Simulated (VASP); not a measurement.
# Co (Fm-3m) in VASP: notebook

The runs below take Co through single point, with PBE.

Program: VASP 6.6.1. These are calculated values, not measurements. Logs are shortened: lines on timing, memory, paths and dates and some standing lists are left out, and cuts for length are marked.

## (1) The cell of the first run

It takes space group Fm-3m (No. 225, cubic). Conventional cell: a = 3.291 Å, b = 3.291 Å, c = 3.291 Å, α = 90.00°, β = 90.00°, γ = 90.00°. Within 3.1 Å of Co (site symmetry m-3m) lie 12 Co at 2.33 Å.

This isn't the form of Co at room conditions, which is hcp.

## (2) Single point, PBE, collinear spin, ferromagnetic start

The input, INCAR:

```
  PREC = Accurate
  ENCUT = 520
  EDIFF = 1E-7
  ISMEAR = -1
  SIGMA = 0.05
  LREAL = F
  LASPH = T
  NELM = 150
  ALGO = Normal
  ISIF = 2
  LWAVE = F
  LCHARG = F
  ISPIN = 2
  MAGMOM = 1.7
  LORBIT = 11
  LMAXMIX = 4
  GGA = PE
  NBANDS = 14
```

The input, KPOINTS:

```
Automatic mesh
0
Gamma
  20 20 20
```

The input, POSCAR:

```
Co
1.0
    0.0000000000      1.6455989209      1.6455989209
    1.6455989209      0.0000000000      1.6455989209
    1.6455989209      1.6455989209      0.0000000000
Co
1
Direct
    0.0000000000      0.0000000000      0.0000000000
```

Potentials or basis: VASP PAW PBE potentials, release 64 (Co).

Command:

```sh
cat potpaw_PBE.64/Co/POTCAR > POTCAR
mpirun -np 1 vasp_std > vasp.out
```

OUTCAR:

```text
PREC = Accurate
   ENCUT = 520
   EDIFF = 1E-7
   ISMEAR = -1
   LREAL = F
   LASPH = T
   NELM = 150
   ISIF = 2
   ISPIN = 2
   LORBIT = 11
   GGA = PE

 ion  position               nearest neighbor table
   1  0.000  0.000  0.000-

  LATTYP: Found a face centered cubic cell.
 ALAT       =     3.2911978418

  Lattice vectors:

 A1 = (   0.0000000000,   1.6455989209,   1.6455989209)
 A2 = (   1.6455989209,   0.0000000000,   1.6455989209)
 A3 = (   1.6455989209,   1.6455989209,   0.0000000000)

Analysis of symmetry for initial positions (statically):
=====================================================================
 Subroutine PRICEL returns:
 Original cell was already a primitive cell.

 Routine SETGRP: Setting up the symmetry group for a
 face centered cubic supercell.

 Subroutine GETGRP returns: Found 48 space group operations
 (whereof 48 operations were pure point group operations)
 out of a pool of 48 trial point group operations.

The static configuration has the point symmetry O_h .

Analysis of symmetry for dynamics (positions and initial velocities):
=====================================================================
 Subroutine PRICEL returns:
 Original cell was already a primitive cell.

 Routine SETGRP: Setting up the symmetry group for a
 face centered cubic supercell.

 Subroutine GETGRP returns: Found 48 space group operations
 (whereof 48 operations were pure point group operations)
 out of a pool of 48 trial point group operations.

The dynamic configuration has the point symmetry O_h .

Analysis of structural, dynamic, and magnetic symmetry:
=====================================================================
 Subroutine PRICEL returns:
 Original cell was already a primitive cell.

 Routine SETGRP: Setting up the symmetry group for a
 face centered cubic supercell.

 Subroutine GETGRP returns: Found 48 space group operations
 (whereof 48 operations were pure point group operations)
 out of a pool of 48 trial point group operations.

The overall configuration has the point symmetry O_h .

 Subroutine INISYM returns: Found 48 space group operations
 (whereof 48 operations are pure point group operations),
 and found     1 'primitive' translations

----------------------------------------------------------------------------------------

                                     Primitive cell

  volume of cell :       8.9125

  direct lattice vectors                    reciprocal lattice vectors
     0.000000000  1.645598921  1.645598921    -0.303840744  0.303840744  0.303840744
     1.645598921  0.000000000  1.645598921     0.303840744 -0.303840744  0.303840744
     1.645598921  1.645598921  0.000000000     0.303840744  0.303840744 -0.303840744

  length of vectors
     2.327228312  2.327228312  2.327228312     0.526267606  0.526267606  0.526267606

  position of ions in fractional coordinates (direct lattice)
     0.000000000  0.000000000  0.000000000

  ion indices of the primitive-cell ions
   primitive index   ion index
                 1           1

----------------------------------------------------------------------------------------

 KPOINTS: Automatic mesh

Automatic generation of k-mesh.
 Grid dimensions read from file:
 generate k-points for:   20   20   20

 Generating k-lattice:

  Cartesian coordinates                     Fractional coordinates (reciprocal lattice)
    -0.015192037  0.015192037  0.015192037     0.050000000  0.000000000  0.000000000
     0.015192037 -0.015192037  0.015192037     0.000000000  0.050000000  0.000000000
     0.015192037  0.015192037 -0.015192037     0.000000000  0.000000000  0.050000000

  Length of vectors
     0.026313380  0.026313380  0.026313380

  Shift w.r.t. Gamma in fractional coordinates (k-lattice)
     0.000000000  0.000000000  0.000000000

 Subroutine IBZKPT returns following result:
 ===========================================

 Found    256 irreducible k-points:

 Following reciprocal coordinates:
            Coordinates               Weight
  0.000000  0.000000  0.000000      1.000000
  0.050000  0.000000  0.000000      8.000000
  0.100000  0.000000  0.000000      8.000000
  0.150000  0.000000  0.000000      8.000000
  0.200000  0.000000  0.000000      8.000000
  0.250000  0.000000  0.000000      8.000000
[... 16 lines left out ...]
 -0.400000  0.050000  0.000000     24.000000
 -0.350000  0.050000  0.000000     24.000000
 [... further k-points ...]
   k-points           NKPTS =    256   k-points in BZ     NKDIM =    256   number of bands    NBANDS=     14
   number of dos      NEDOS =    301   number of ions     NIONS =      1
   total plane-waves  NPLWV =   5832
   dimension x,y,z NGX =    18 NGY =   18 NGZ =   18
   dimension x,y,z NGXF=    36 NGYF=   36 NGZF=   36
   ions per type =               1
   NGX,Y,Z   is equivalent  to a cutoff of  12.86, 12.86, 12.86 a.u.
   NGXF,Y,Z  is equivalent  to a cutoff of  25.72, 25.72, 25.72 a.u.
 SYSTEM =  unknown system
   PREC   = accura    normal or accurate (medium, high low for compatibility)
   ISTART =      0    job   : 0-new  1-cont  2-samecut
   ICHARG =      2    charge: 1-file 2-atom 10-const
   ISPIN  =      2    spin polarized calculation?
   LNONCOLLINEAR =      F non collinear calculations
   LSORBIT =      F    spin-orbit coupling
   LASPH  =      T    aspherical Exc in radial PAW
   ENCUT  =  520.0 eV  38.22 Ry    6.18 a.u.   4.33  4.33  4.33*2*pi/ulx,y,z
   NELM   =    150;   NELMIN=  2; NELMDL= -5     # of ELM steps
   EDIFF  = 0.1E-06   stopping-criterion for ELM
   LREAL  =      F    real-space projection
   EDIFFG = 0.1E-05   stopping-criterion for IOM
   NSW    =      0    number of steps for IOM
   IBRION =     -1    ionic relax: 0-MD 1-quasi-New 2-CG
   NFREE  =      0    steps in history (QN), initial steepest desc. (CG)
   ISIF   =      2    stress and relaxation
   ISYM   =      2    0-nonsym 1-usesym 2-fastsym
   POTIM  = 0.5000    time-step for ionic-motion
   TEBEG  =    0.0;   TEEND  =   0.0 temperature during run
   PSTRESS=    0.0 pullay stress
   NELECT =       9.0000    total number of electrons
   NUPDOWN=      -1.0000    fix difference up-down
   EMIN   =  10.00;   EMAX   =-10.00  energy-range for DOS
   EFERMI =   0.00;   METHOD = LEGACY
   ISMEAR =    -1;   SIGMA  =   0.05  broadening in eV -4-tet -1-fermi 0-gaus
   EFERMI_NEDOS =   21; number of points for ismear=-14 and -15
   IALGO  =     38    algorithm
   IMIX   =      4    mixing-type and parameters
     AMIX     =   0.40;   BMIX     =  1.00
     AMIX_MAG =   1.60;   BMIX_MAG =  1.00
  volume/ion in A,a.u.               =       8.91        60.14
  Fermi-wavevector in a.u.,A,eV,Ry     =   1.642436  3.103753 36.703003  2.697595
  Thomas-Fermi vector in A             =   2.732738
   LORBIT       =     11    0 simple, 1 ext, 2 COOP (PROOUT), +10 PAW based schemes
   GGA     = PE    functional components
   LHFCALC =     F    Hartree Fock is set to
   AEXX    =    0.0000 exact exchange contribution
   IVDW    =     0    specifies the selected vdW correction
   LEPSILON=     F    determine dielectric tensor
   LRPA    =     F    only Hartree local field effects (RPA)
 spin polarized calculation
  energy-cutoff  :      520.00
  volume of cell :        8.91
 maximum number of plane-waves:       259
 NGX is ok and might be reduce to    18
   NGX =  9   NGY =  9   NGZ =  9

 number of electron       8.9999994 magnetization       1.4024403

 Free energy of the ion-electron system (eV)
  ---------------------------------------------------
  ext. energy  EPLUGINS =         0.00000000
  ---------------------------------------------------
  free energy    TOTEN  =        -6.68634206 eV

  energy without entropy =       -6.67587539  energy(sigma->0) =       -6.68110873

 E-fermi :  13.3867     XC(G=0): -14.6058

 val. band max:       13.3849714223   @ k =  -0.3000   0.4000   0.2000
 cond. band min:      13.3911142821   @ k =   0.5000   0.4500   0.0000
 fundamental gap:      0.0061428598
 Fermi energy:        13.3867454522

 spin component 1

 k-point     1 :       0.0000    0.0000    0.0000
  band No.  band energies     occupation
      1       3.2292      1.00000
      2      10.4236      1.00000
      3      10.4236      1.00000
      4      10.4236      1.00000
      5      11.9438      1.00000
      6      11.9438      1.00000
      7      38.0939      0.00000
      8      44.0186      0.00000
      9      44.0186      0.00000
     10      44.0186      0.00000
     11      48.4526      0.00000
     12      48.4526      0.00000
     13      48.4526      0.00000
     14      49.1281      0.00000
[... 375 lines left out ...]
 k-point    24 :      -0.3500    0.0500    0.0000
  band No.  band energies     occupation
      1       7.1016      1.00000
      2      10.4008      1.00000
      3      10.4774      1.00000
      4      10.9057      1.00000
      5      12.5905      1.00000
      6      13.1145      0.99570
      7      25.0546      0.00000
      8      36.8200      0.00000
      9      40.8252      0.00000
     10      43.6660      0.00000
     11      44.9895      0.00000
     12      46.8713      0.00000
     13      49.4352      0.00000
     14      52.8094      0.00000

 [... further k-points ...]

 spin component 2

 k-point     1 :       0.0000    0.0000    0.0000
  band No.  band energies     occupation
      1       3.2833      1.00000
      2      11.7932      1.00000
      3      11.7932      1.00000
      4      11.7932      1.00000
      5      13.6291      0.00779
      6      13.6291      0.00779
      7      37.8867      0.00000
      8      44.1457      0.00000
      9      44.1457      0.00000
     10      44.1457      0.00000
     11      48.7881      0.00000
     12      48.7881      0.00000
     13      48.7881      0.00000
     14      49.7064      0.00000
[... 375 lines left out ...]
 k-point    24 :      -0.3500    0.0500    0.0000
  band No.  band energies     occupation
      1       7.6401      1.00000
      2      11.5244      1.00000
      3      11.8430      1.00000
      4      11.9296      1.00000
      5      14.2084      0.00000
      6      14.6816      0.00000
      7      25.7016      0.00000
      8      36.7316      0.00000
      9      41.1120      0.00000
     10      44.0052      0.00000
     11      45.2880      0.00000
     12      47.1290      0.00000
     13      51.8056      0.00000
     14      53.7470      0.00000

 [... further k-points ...]
[... 5 lines left out ...]
  --------------------------------------------------------------------------------------
  -------------------------------------------------------------------------------------
  Total        3.6239024      3.6239024      3.6239024     -0.0000000     -0.0000000      0.0000000
  in kB      651.4560188    651.4560188    651.4560188     -0.0000000     -0.0000000      0.0000000
  external PRESSURE =     651.4560188 kB  Pullay stress =       0.0000000 kB

 VOLUME and BASIS-vectors are now :
 -----------------------------------------------------------------------------
  energy-cutoff  :      520.00
  volume of cell :        8.91
      direct lattice vectors                 reciprocal lattice vectors
     0.000000000  1.645598921  1.645598921    -0.303840744  0.303840744  0.303840744
     1.645598921  0.000000000  1.645598921     0.303840744 -0.303840744  0.303840744
     1.645598921  1.645598921  0.000000000     0.303840744  0.303840744 -0.303840744

 POSITION                                       TOTAL-FORCE (eV/Angst)
 -----------------------------------------------------------------------------------
      0.00000      0.00000      0.00000         0.000000      0.000000      0.000000
 -----------------------------------------------------------------------------------
    total drift:                                0.000000     -0.000000     -0.000000

  FREE ENERGIE OF THE ION-ELECTRON SYSTEM (eV)
  ---------------------------------------------------
  free  energy   TOTEN  =        -6.6863420646 eV

  energy  without entropy=       -6.6758753944  energy(sigma->0) =       -6.68110873

 total charge

# of ion       s       p       d       tot
------------------------------------------
    1        0.584   0.719   7.434   8.738

 magnetization (x)

# of ion       s       p       d       tot
------------------------------------------
    1       -0.015  -0.047   1.447   1.385
```

Wall time 37 s (1 thread of Intel Xeon 6975P-C (Granite Rapids), shared host); peak memory 0.16 GiB.

What came out:

* Free energy: -6.6863 eV
* Pressure: 65.1 GPa
* Net moment: 1.40 μB per cell
* Site moments: Co +1.39 μB
* Valence electrons inside the program's atomic spheres: Co 8.74

Caveat: the cell stands under pressure.

[end of part 1 of 2]
